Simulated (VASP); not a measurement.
## Li3Ta2O: single point with PBE

The system is Li3Ta2O.

```
CELL_PARAMETERS angstrom
5.42450 0.00000 0.00000
-2.71225 4.69775 0.00000
0.00000 0.00000 3.04111
ATOMIC_POSITIONS crystal
Li 0.00000 0.50000 0.00000
Li 0.50000 0.00000 0.00000
Li 0.50000 0.50000 0.00000
Ta 0.33333 0.66667 0.50000
Ta 0.66667 0.33333 0.50000
O 0.00000 0.00000 0.50000
```

The cell was generated, and may not be a known phase.

```
Program                : VASP 6.6.1
Task                   : single point
Functional             : PBE
Potentials or basis    : VASP PAW PBE potentials, release 64 (Li_sv, Ta_pv, O)
Cutoff                 : 750 eV
k mesh                 : 6 × 6 × 6
Occupations            : gaussian, width 0.1 eV
Spin                   : collinear spin
Starting moments       : [0.0, 0.0, 0.0, 1.0, 1.0, 0.0] μB
Dipole correction      : no
Further INCAR settings : ALGO = Normal; EDIFF = 1e-06; NBANDS = 32
```

* Pressure: 30.3 GPa
* Band gap on the k mesh: zero (filled and empty bands overlap)
* Net moment: 1.01 μB per cell
* Site moments: Li +0.04; Ta +0.28; O +0.04 μB
* Valence electrons inside the program's atomic spheres: Li 2.37; Ta 9.12; O 4.67

Stress tensor (GPa, compression positive):
```
19.10  0.00  0.00
 0.00 19.10  0.00
 0.00  0.00 52.64
```

Levels at points of the mesh, in eV from the Fermi level:
Spin up:
```tsv
k point	band 16	band 17	band 18	band 19	band 20	band 21	band 22	band 23
(0.00, 0.00, 0.00)	-0.01	0.35	0.35	0.78	0.78	1.41	1.41	2.98
(0.50, 0.00, 0.00)	-0.18	-0.18	-0.10	0.25	0.66	1.34	1.66	2.15
(0.00, 0.00, 0.50)	-1.47	-0.72	-0.72	-0.39	-0.39	2.23	2.44	2.44
(0.50, 0.00, 0.50)	-0.72	-0.69	-0.56	-0.53	-0.05	2.01	2.07	2.30
```
Spin down:
| k point | band 14 | band 15 | band 16 | band 17 | band 18 | band 19 | band 20 | band 21 | band 22 | band 23 |
| --- | --- | --- | --- | --- | --- | --- | --- | --- | --- | --- |
| (0.00, 0.00, 0.00) | -2.90 | -1.61 | -0.04 | 0.57 | 0.57 | 1.05 | 1.05 | 1.59 | 1.59 | 3.25 |
| (0.50, 0.00, 0.00) | -2.33 | -1.26 | -0.12 | -0.01 | 0.03 | 0.44 | 0.92 | 1.58 | 1.83 | 2.41 |
| (0.00, 0.00, 0.50) | -1.80 | -1.17 | -1.17 | -0.42 | -0.42 | -0.17 | -0.17 | 2.61 | 2.61 | 2.66 |
| (0.50, 0.00, 0.50) | -1.44 | -1.15 | -0.48 | -0.40 | -0.37 | -0.25 | 0.12 | 2.19 | 2.36 | 2.69 |

It took 7.8 min on 1 thread of Oxide Virtual Turin-like Processor, with other jobs on the host, peak memory 0.36 GiB.

Caveat: the stress differs along the axes, from 19 to 53 GPa; spin-orbit coupling is left out, which moves the levels of the heavy elements.
